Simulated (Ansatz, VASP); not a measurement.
# CoO: VASP beside Ansatz

Contents of INCAR:

```
  PREC = Accurate
  ENCUT = 520
  EDIFF = 1E-6
  ISMEAR = 0
  SIGMA = 0.05
  LREAL = F
  LASPH = T
  NELM = 150
  ALGO = Normal
  ISIF = 2
  LWAVE = F
  LCHARG = F
  ISPIN = 2
  MAGMOM = 3 0
  LORBIT = 11
  LMAXMIX = 4
  LDAU = T
  LDAUTYPE = 2
  LDAUL = 2 -1
  LDAUU = 3 0
  LDAUJ = 0 0
  LDAUPRINT = 1
  GGA = PS
  NBANDS = 18
```

File KPOINTS:

```
regular mesh
0
Gamma
  16 16 16
```

The input POSCAR:

```
CoO
1.0
    0.0000000000      2.1744804960      2.1744804960
    2.1744804960      0.0000000000      2.1744804960
    2.1744804960      2.1744804960      0.0000000000
Co O
1 1
Direct
    0.0000000000      0.0000000000      0.0000000000
    0.2500000000      0.2500000000      0.2500000000
```

Input for Ansatz:

```yaml
crystal:
  lattice:
    - [0.0, 2.174480496, 2.174480496]
    - [2.174480496, 0.0, 2.174480496]
    - [2.174480496, 2.174480496, 0.0]
  atoms:
    - { symbol: Co, position: [0.0, 0.0, 0.0], spin: 3.0 }
    - { symbol: O, position: [0.25, 0.25, 0.25] }
basis:
  ecutwfc: 420
kpoints:
  mp_grid: { grid: [16, 16, 16] }
hamiltonian:
  xc: pbesol
  hubbard: { sites: [{ species: Co, l: d, u_eff: 3.0 }] }
scf:
  occupations: { method: gaussian, width: 0.05 }
output:
  forces: true
  stress: true
  eigenvalues: true
  populations: true
magnetization:
  spin_polarized: true
```

Alike in both runs: task single point; functional PBEsol; k mesh 16 × 16 × 16; occupations gaussian, width 0.05 eV; collinear spin; Hubbard terms Co d U = 3.0 eV.

```csv
,VASP,Ansatz
version,VASP 6.6.1,Ansatz 0.2.0
potentials or method,"VASP PAW PBE potentials, release 64 (Co, O), cutoff 520 eV","scalar-relativistic, plane waves, PAW"
valence electrons in the cell,15,23
```

Ansatz gave:

| Property | Result |
| --- | --- |
| gap on the k mesh at the Fermi level (eV) | none |
| pressure (GPa) | 26.9 |
| net moment per atom (μB) | 1.48 |
| size of the moment on the site where the two differ most (μB) | 2.33 |

Problem. Estimate VASP's values.

Solution. gap on the k mesh at the Fermi level (eV): none; pressure (GPa): 21.9; net moment per atom (μB): 1.46; size of the moment on the site where the two differ most (μB): 2.59.

VASP's potentials were made for PBE, not for PBEsol. Site moments also hang on the region over which each program counts them. The programs project onto different local orbitals, so the same U acts differently, and such runs can settle in different states. A gap of «none» marks a metal or a gap that the smearing closes. VASP's potentials hold 15 valence electrons a cell and Ansatz's 23, so a difference there can come from the potentials and not from the codes. Ansatz's warnings: filled band counts differ across k points.
